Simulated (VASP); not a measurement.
# GaN (Cmcm) in VASP: single point with r2SCAN+rVV10

Aim: the single point of GaN with r2SCAN+rVV10.

All numbers are computed with VASP 6.6.1; they aren't measurements. Logs are shortened: lines on timing, memory, paths and dates and some standing lists are left out, and cuts for length are marked.

## 1. The cell of the first run

Symmetry: Cmcm, No. 63, orthorhombic system. The conventional cell has a = 2.863 Å, b = 10.793 Å, c = 2.882 Å, α = 90.00°, β = 90.00°, γ = 90.00°. Ga (site symmetry m2m) has 5 N at 2.03 to 2.14 Å within 2.7 Å. Within 2.7 Å of N (site symmetry m2m) lie 5 Ga at 2.03 to 2.14 Å.

## 2. Single point, r2SCAN+rVV10

POSCAR

```
GaN
1.0
    1.4315295703     -5.3962518680      0.0000000000
    1.4315295703      5.3962518680      0.0000000000
    0.0000000000      0.0000000000      2.8822146307
Ga N
2 2
Direct
    0.3463929762      0.6536070238      0.7500000000
    0.6536070238      0.3463929762      0.2500000000
    0.8517000688      0.1482999312      0.2500000000
    0.1482999312      0.8517000688      0.7500000000
```

INCAR.step1

```
SYSTEM = GaN
PREC = Accurate
ENCUT = 520
ISMEAR = -1
SIGMA = 0.03
LREAL = .False.
LASPH = .True.
NELM = 60
NBANDS = 26
GGA = PE
ALGO = Normal
EDIFF = 1E-4
LWAVE = .True.
LCHARG = .False.
```

INCAR.step2

```
SYSTEM = GaN
PREC = Accurate
ENCUT = 520
EDIFF = 1E-6
ISMEAR = -1
SIGMA = 0.03
LREAL = .False.
LASPH = .True.
NELM = 60
ALGO = Normal
ISIF = 2
LWAVE = .False.
LCHARG = .False.
METAGGA = R2SCAN
LMIXTAU = .True.
LUSE_VDW = .True.
IVDW_NL = 2
BPARAM = 11.95
CPARAM = 0.0093
NBANDS = 26
ISTART = 1
```

KPOINTS

```
regular mesh
0
Gamma
  10 10 10
  0 0 0
```

Potentials or basis: VASP PAW PBE potentials, release 64 (Ga_d, N).

Started as:

```
$ cat potpaw_PBE.64/Ga_d/POTCAR potpaw_PBE.64/N/POTCAR > POTCAR
$ cp INCAR.step1 INCAR
$ mpirun -np 1 vasp_std > vasp.out
$ cp INCAR.step2 INCAR
$ mpirun -np 1 vasp_std > vasp.out
```

OUTCAR:

```text
SYSTEM = GaN
   PREC = Accurate
   ENCUT = 520
   EDIFF = 1E-6
   ISMEAR = -1
   LREAL = .False.
   LASPH = .True.
   NELM = 60
   ISIF = 2
   METAGGA = R2SCAN
   IVDW_NL = 2
   BPARAM = 11.95
   ISTART = 1

 ion  position               nearest neighbor table
   1  0.346  0.654  0.750-   3 2.03   3 2.03   3 2.03   3 2.03   4 2.14   2 2.91   2 2.91   2 2.91
                             2 2.91
   2  0.654  0.346  0.250-   4 2.03   4 2.03   4 2.03   4 2.03   3 2.14   1 2.91   1 2.91   1 2.91
                             1 2.91
   3  0.852  0.148  0.250-   1 2.03   1 2.03   1 2.03   1 2.03   2 2.14
   4  0.148  0.852  0.750-   2 2.03   2 2.03   2 2.03   2 2.03   1 2.14

  LATTYP: Found a base centered orthorhombic cell.
 ALAT       =     2.8630591406
 B/A-ratio  =     3.7695706606
 C/A-ratio  =     1.0066905674

  Lattice vectors:

 A1 = (   1.4315295703,  -5.3962518680,   0.0000000000)
 A2 = (   1.4315295703,   5.3962518680,   0.0000000000)
 A3 = (   0.0000000000,   0.0000000000,   2.8822146307)

Analysis of symmetry for initial positions (statically):
=====================================================================
 Subroutine PRICEL returns:
 Original cell was already a primitive cell.

 Routine SETGRP: Setting up the symmetry group for a
 base centered orthorhombic supercell.

 Subroutine GETGRP returns: Found  8 space group operations
 (whereof  4 operations were pure point group operations)
 out of a pool of  8 trial point group operations.

The static configuration has the point symmetry C_2h.
 The point group associated with its full space group is D_2h.

Analysis of symmetry for dynamics (positions and initial velocities):
=====================================================================
 Subroutine PRICEL returns:
 Original cell was already a primitive cell.

 Routine SETGRP: Setting up the symmetry group for a
 base centered orthorhombic supercell.

 Subroutine GETGRP returns: Found  8 space group operations
 (whereof  4 operations were pure point group operations)
 out of a pool of  8 trial point group operations.

The dynamic configuration has the point symmetry C_2h.
 The point group associated with its full space group is D_2h.

 Subroutine INISYM returns: Found  8 space group operations
 (whereof  4 operations are pure point group operations),
 and found     1 'primitive' translations

----------------------------------------------------------------------------------------

                                     Primitive cell

  volume of cell :      44.5296

  direct lattice vectors                    reciprocal lattice vectors
     1.431529570 -5.396251868  0.000000000     0.349276753 -0.092656906  0.000000000
     1.431529570  5.396251868  0.000000000     0.349276753  0.092656906  0.000000000
     0.000000000  0.000000000  2.882214631     0.000000000  0.000000000  0.346955424

  length of vectors
     5.582903468  5.582903468  2.882214631     0.361357928  0.361357928  0.346955424

  position of ions in fractional coordinates (direct lattice)
     0.346392976  0.653607024  0.750000000
     0.653607024  0.346392976  0.250000000
     0.851700069  0.148299931  0.250000000
     0.148299931  0.851700069  0.750000000

  ion indices of the primitive-cell ions
   primitive index   ion index
                 1           1
                 2           2
                 3           3
                 4           4

----------------------------------------------------------------------------------------

 KPOINTS: regular mesh

Automatic generation of k-mesh.
 Grid dimensions read from file:
 generate k-points for:   10   10   10

 Generating k-lattice:

  Cartesian coordinates                     Fractional coordinates (reciprocal lattice)
     0.034927675 -0.009265691  0.000000000     0.100000000  0.000000000  0.000000000
     0.034927675  0.009265691  0.000000000     0.000000000  0.100000000  0.000000000
     0.000000000  0.000000000  0.034695542     0.000000000  0.000000000  0.100000000

  Length of vectors
     0.036135793  0.036135793  0.034695542

  Shift w.r.t. Gamma in fractional coordinates (k-lattice)
     0.000000000  0.000000000  0.000000000

 Subroutine IBZKPT returns following result:
 ===========================================

 Found    186 irreducible k-points:

 Following reciprocal coordinates:
            Coordinates               Weight
  0.000000  0.000000  0.000000      1.000000
  0.100000 -0.000000  0.000000      4.000000
  0.200000 -0.000000  0.000000      4.000000
  0.300000 -0.000000  0.000000      4.000000
  0.400000 -0.000000  0.000000      4.000000
  0.500000 -0.000000  0.000000      2.000000
[... 16 lines left out ...]
  0.300000  0.300000  0.000000      2.000000
  0.400000  0.300000  0.000000      4.000000
 [... further k-points ...]
   k-points           NKPTS =    186   k-points in BZ     NKDIM =    186   number of bands    NBANDS=     26
   number of dos      NEDOS =    301   number of ions     NIONS =      4
   total plane-waves  NPLWV =  42336
   dimension x,y,z NGX =    42 NGY =   42 NGZ =   24
   dimension x,y,z NGXF=    84 NGYF=   84 NGZF=   48
   ions per type =               2   2
   NGX,Y,Z   is equivalent  to a cutoff of  12.51, 12.51, 13.84 a.u.
   NGXF,Y,Z  is equivalent  to a cutoff of  25.01, 25.01, 27.69 a.u.
 SYSTEM =  GaN
   PREC   = accura    normal or accurate (medium, high low for compatibility)
   ISTART =      1    job   : 0-new  1-cont  2-samecut
   ICHARG =      0    charge: 1-file 2-atom 10-const
   ISPIN  =      1    spin polarized calculation?
   LNONCOLLINEAR =      F non collinear calculations
   LSORBIT =      F    spin-orbit coupling
   LASPH  =      T    aspherical Exc in radial PAW
   ENCUT  =  520.0 eV  38.22 Ry    6.18 a.u.  10.38 10.38  5.36*2*pi/ulx,y,z
   NELM   =     60;   NELMIN=  2; NELMDL=  0     # of ELM steps
   EDIFF  = 0.1E-05   stopping-criterion for ELM
   LREAL  =      F    real-space projection
   EDIFFG = 0.1E-04   stopping-criterion for IOM
   NSW    =      0    number of steps for IOM
   IBRION =     -1    ionic relax: 0-MD 1-quasi-New 2-CG
   NFREE  =      0    steps in history (QN), initial steepest desc. (CG)
   ISIF   =      2    stress and relaxation
   ISYM   =      2    0-nonsym 1-usesym 2-fastsym
   POTIM  = 0.5000    time-step for ionic-motion
   TEBEG  =    0.0;   TEEND  =   0.0 temperature during run
   PSTRESS=    0.0 pullay stress
   NELECT =      36.0000    total number of electrons
   NUPDOWN=      -1.0000    fix difference up-down
   EMIN   =  10.00;   EMAX   =-10.00  energy-range for DOS
   EFERMI =   0.00;   METHOD = LEGACY
   ISMEAR =    -1;   SIGMA  =   0.03  broadening in eV -4-tet -1-fermi 0-gaus
   EFERMI_NEDOS =   21; number of points for ismear=-14 and -15
   IALGO  =     38    algorithm
   IMIX   =      4    mixing-type and parameters
     AMIX     =   0.40;   BMIX     =  1.00
     AMIX_MAG =   1.60;   BMIX_MAG =  1.00
  volume/ion in A,a.u.               =      11.13        75.13
  Fermi-wavevector in a.u.,A,eV,Ry     =   1.525080  2.881984 31.645382  2.325870
  Thomas-Fermi vector in A             =   2.633299
   LORBIT       =      0    0 simple, 1 ext, 2 COOP (PROOUT), +10 PAW based schemes
   METAGGA = R2SCAN    functional components
   LHFCALC =     F    Hartree Fock is set to
   AEXX    =    0.0000 exact exchange contribution
   IVDW_NL    =     2    kernel type
   BPARAM     =11.9500
   IVDW    =     0    specifies the selected vdW correction
   LEPSILON=     F    determine dielectric tensor
   LRPA    =     F    only Hartree local field effects (RPA)
 non-spin polarized calculation
  energy-cutoff  :      520.00
  volume of cell :       44.53
 maximum number of plane-waves:      1219
 NGX is ok and might be reduce to    42
   NGX = 21   NGY = 21   NGZ = 11

 number of electron      36.0000010 magnetization

 Free energy of the ion-electron system (eV)
  ---------------------------------------------------
  ext. energy  EPLUGINS =         0.00000000
  ---------------------------------------------------
  free energy    TOTEN  =       -40.03660993 eV

  energy without entropy =      -40.03660993  energy(sigma->0) =      -40.03660993

 E-fermi :   6.6591     XC(G=0): -12.8519

 val. band max:        6.0273330641   @ k =   0.5000   0.5000   0.4000
 cond. band min:       7.2175497227   @ k =   0.0000   0.0000   0.0000
 fundamental gap:      1.1902166586
 Fermi energy:         6.6590869422

 k-point     1 :       0.0000    0.0000    0.0000
  band No.  band energies     occupation
      1     -12.0786      2.00000
      2     -11.0037      2.00000
      3      -8.8524      2.00000
      4      -8.7485      2.00000
      5      -8.7052      2.00000
      6      -8.6950      2.00000
[... 18 lines left out ...]
     25      19.4904      0.00000
     26      21.5393      0.00000

 k-point     2 :       0.1000   -0.0000    0.0000
  band No.  band energies     occupation
      1     -11.9274      2.00000
      2     -10.9067      2.00000
      3      -8.8387      2.00000
      4      -8.7336      2.00000
      5      -8.7214      2.00000
      6      -8.6942      2.00000
[... 18 lines left out ...]
     25      19.5274      0.00000
     26      21.2078      0.00000

 k-point     3 :       0.2000   -0.0000    0.0000
  band No.  band energies     occupation
      1     -11.4870      2.00000
      2     -10.6332      2.00000
      3      -8.8162      2.00000
      4      -8.7694      2.00000
      5      -8.7092      2.00000
      6      -8.7066      2.00000
[... 18 lines left out ...]
     25      19.3136      0.00000
     26      20.0920      0.00000

 k-point     4 :       0.3000   -0.0000    0.0000
  band No.  band energies     occupation
      1     -10.8047      2.00000
      2     -10.2389      2.00000
      3      -8.8449      2.00000
      4      -8.8303      2.00000
      5      -8.7784      2.00000
      6      -8.7717      2.00000
[... 18 lines left out ...]
     25      18.5677      0.00000
     26      18.6288      0.00000
[... 496 lines left out ...]
      1     -12.0352      2.00000
      2     -11.0303      2.00000
      3      -8.8525      2.00000
      4      -8.7471      2.00000
      5      -8.6936      2.00000
      6      -8.6912      2.00000
[... 18 lines left out ...]
     25      21.2065      0.00000
     26      21.5655      0.00000

 k-point    23 :       0.3000    0.3000    0.0000
  band No.  band energies     occupation
      1      -9.9329      2.00000
      2      -9.8637      2.00000
      3      -8.9371      2.00000
      4      -8.8795      2.00000
      5      -8.8556      2.00000
      6      -8.8445      2.00000
[... 18 lines left out ...]
     25      17.2467      0.00000
     26      17.9348      0.00000

 k-point    24 :       0.4000    0.3000    0.0000
  band No.  band energies     occupation
      1     -10.7054      2.00000
      2     -10.2857      2.00000
      3      -8.8419      2.00000
      4      -8.8365      2.00000
      5      -8.7814      2.00000
      6      -8.7690      2.00000
[... 18 lines left out ...]
     25      18.0102      0.00000
     26      18.3664      0.00000

 [... further k-points ...]
[... 5 lines left out ...]
  --------------------------------------------------------------------------------------
  -------------------------------------------------------------------------------------
  Total        0.3760077      0.0975621      0.3973217      0.0000000     -0.0000000      0.0000000
  in kB       13.5287737      3.5102883     14.2956547      0.0000000     -0.0000000      0.0000000
  external PRESSURE =      10.4449056 kB  Pullay stress =       0.0000000 kB

 VOLUME and BASIS-vectors are now :
 -----------------------------------------------------------------------------
  energy-cutoff  :      520.00
  volume of cell :       44.53
      direct lattice vectors                 reciprocal lattice vectors
     1.431529570 -5.396251868  0.000000000     0.349276753 -0.092656906  0.000000000
     1.431529570  5.396251868  0.000000000     0.349276753  0.092656906  0.000000000
     0.000000000  0.000000000  2.882214631     0.000000000  0.000000000  0.346955424

 POSITION                                       TOTAL-FORCE (eV/Angst)
 -----------------------------------------------------------------------------------
      1.43153      1.65780      2.16166         0.000000     -0.055177     -0.000000
      1.43153     -1.65780      0.72055         0.000000      0.055177      0.000000
      1.43153     -3.79572      0.72055         0.000000     -0.042271     -0.000000
      1.43153      3.79572      2.16166         0.000000      0.042271     -0.000000
 -----------------------------------------------------------------------------------
    total drift:                                0.000000      0.000000     -0.000000

  FREE ENERGIE OF THE ION-ELECTRON SYSTEM (eV)
  ---------------------------------------------------
  free  energy   TOTEN  =       -40.0366099349 eV

  energy  without entropy=      -40.0366099348  energy(sigma->0) =      -40.03660993
```

Wall time 14 min (1 thread of Intel Xeon Platinum 8488C (Sapphire Rapids), shared host); peak memory 0.49 GiB.

Results:

| Item | Value |
| --- | --- |
| Free energy | -40.0366 eV |
| Pressure | 1.0 GPa |
| Largest force | 0.055 eV/Å |
| Band gap on the k mesh | 1.19 eV, indirect (least direct gap 2.55 eV) |

Forces on the atoms (eV/Å):
```
Ga   0.000 -0.055  0.000
Ga   0.000  0.055  0.000
N    0.000 -0.042  0.000
N    0.000  0.042  0.000
```

Caveat: the PAW data sets were made with another functional, which shifts forces and pressure a little. A k mesh can miss the band edges.
